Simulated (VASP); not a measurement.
Set up this calculation in VASP 6.6.1, as the native input.

```
Task                   : single point
Functional             : r2SCAN
Dispersion             : D3(BJ)
Potentials or basis    : VASP PAW PBE potentials, release 64 (C, O, H)
Cutoff                 : 520 eV
k mesh                 : 1 × 1 × 1
Occupations            : fermi-dirac, width 0.02 eV
Spin                   : no spin polarisation
Dipole correction      : no
Further INCAR settings : LREAL = Auto; ALGO = Normal; EDIFF = 1e-06; NBANDS = 66
```

System: H4CO.

```xyz
36
Lattice="7.3803 0.0000 0.0000 0.0000 7.3803 0.0000 0.0000 0.0000 7.3803" Properties=species:S:1:pos:R:3 pbc="T T T"
C     0.8396   -0.0601    0.2033
C     3.0598    4.5880    0.7930
C     4.9745    1.6508    0.7249
C     2.3682    2.5153    3.8213
C     1.6307    5.7898    4.6328
C     5.5262    6.7528    4.1446
O     0.7125    0.0341    1.5669
O     4.1094    5.2665    1.4797
O     4.3108    1.5800   -0.5552
O     1.9003    2.3470    5.1168
O     0.6768    4.8343    5.1353
O     5.3266    5.3274    4.2277
H     0.1716   -0.8641   -0.1592
H     1.4046    0.5798    1.8783
H     0.5277    0.8359   -0.3111
H     1.8748   -0.1945   -0.1894
H     3.2892    4.5620   -0.2717
H     4.1293    4.9796    2.4040
H     2.9772    3.5168    1.0630
H     2.0434    5.0633    1.0097
H     4.3807    2.2687    1.3911
H     4.7847    0.9025   -1.1630
H     5.1606    0.6653    1.1058
H     5.9057    2.1519    0.6387
H     1.4986    2.8051    3.2566
H     2.5779    2.0141    5.7287
H     3.1912    3.2905    3.7105
H     2.6872    1.5486    3.4613
H     1.1523    6.7463    4.7920
H     1.0880    3.9319    5.1416
H     2.6184    5.7554    5.1637
H     1.7483    5.6053    3.5388
H     4.6843    7.2015    3.6976
H     6.1700    4.9450    4.6128
H     5.7076    7.1536    5.1793
H     6.3740    6.9880    3.5010
```

These files were run (other wordings do the same):

POSCAR

```
H4CO
1.0
    7.3803230000      0.0000000000      0.0000000000
    0.0000000000      7.3803230000      0.0000000000
    0.0000000000      0.0000000000      7.3803230000
C O H
6 6 24
Direct
    0.1137619587     -0.0081432750      0.0275462199
    0.4145889008      0.6216530090      0.1074478719
    0.6740219906      0.2236758472      0.0982206334
    0.3208802650      0.3408116420      0.5177686668
    0.2209523892      0.7844914105      0.6277232040
    0.7487748165      0.9149735045      0.5615743376
    0.0965404902      0.0046203940      0.2123077811
    0.5568048986      0.7135866547      0.2004925801
    0.5840936772      0.2140827712     -0.0752270598
    0.2574819557      0.3180077620      0.6933029896
    0.0917033035      0.6550255321      0.6958096549
    0.7217299297      0.7218383260      0.5728340074
    0.0232510149     -0.1170815966     -0.0215708716
    0.1903168737      0.0785602473      0.2545010564
    0.0715009357      0.1132606256     -0.0421526267
    0.2540268224     -0.0263538601     -0.0256628335
    0.4456715512      0.6181301279     -0.0368141069
    0.5595012576      0.6747130173      0.3257310012
    0.4033969787      0.4765103099      0.1440316366
    0.2768713510      0.6860539844      0.1368097304
    0.5935648074      0.3073984702      0.1884876854
    0.6483049590      0.1222846209     -0.1575811790
    0.6992376892      0.0901451061      0.1498308407
    0.8001953302      0.2915726046      0.0865409278
    0.2030534436      0.3800782161      0.4412544004
    0.3492936556      0.2729013351      0.7762126400
    0.4323929996      0.4458476953      0.5027557737
    0.3641033055      0.2098282148      0.4689903138
    0.1561313780      0.9140927843      0.6492940756
    0.1474190222      0.5327544607      0.6966632761
    0.3547812203      0.7798303679      0.6996577250
    0.2368866512      0.7594925046      0.4794912093
    0.6347012184      0.9757703017      0.5010078827
    0.8360067710      0.6700248756      0.6250132955
    0.7733536866      0.9692800708      0.7017714536
    0.8636478376      0.9468420285      0.4743694822
```

INCAR.step1

```
  PREC = Accurate
  ENCUT = 520
  ISMEAR = -1
  SIGMA = 0.02
  LREAL = Auto
  LASPH = T
  NELM = 80
  NBANDS = 66
  GGA = PE
  ALGO = Normal
  EDIFF = 1E-4
  LWAVE = T
  LCHARG = F
```

INCAR.step2

```
  PREC = Accurate
  ENCUT = 520
  EDIFF = 1E-6
  ISMEAR = -1
  SIGMA = 0.02
  LREAL = Auto
  LASPH = T
  NELM = 80
  ALGO = Normal
  ISIF = 2
  LWAVE = F
  LCHARG = F
  METAGGA = R2SCAN
  LMIXTAU = T
  IVDW = 12
  VDW_S6 = 1.0
  VDW_S8 = 0.78981345
  VDW_A1 = 0.49484001
  VDW_A2 = 5.73083694
  NBANDS = 66
  ISTART = 1
```

KPOINTS

```
Automatic mesh
0
Gamma
  1 1 1
```

Potentials or basis: VASP PAW PBE potentials, release 64 (C, O, H).

Launch:

```sh
$ cat potpaw_PBE.64/C/POTCAR potpaw_PBE.64/O/POTCAR potpaw_PBE.64/H/POTCAR > POTCAR
$ cp INCAR.step1 INCAR
$ mpirun -np 1 vasp_gam > vasp.out
$ cp INCAR.step2 INCAR
$ mpirun -np 1 vasp_gam > vasp.out
```

It gave:

The pressure is -0.7 GPa and the largest force is 2.509 eV/Å. The band gap on the k mesh is 5.42 eV and the dispersion energy per atom is -0.017 eV.

Caveat: the k points lie up to 0.85 Å⁻¹ apart, too coarse for converged energies, forces and pressures; the atoms stand as in a frame of molecular dynamics; the PAW data sets were made with another functional, which shifts forces and pressure a little.

Wall time 6.5 min on 1 thread of Intel Xeon 8259CL, with other jobs on the host, peak memory 0.47 GiB.
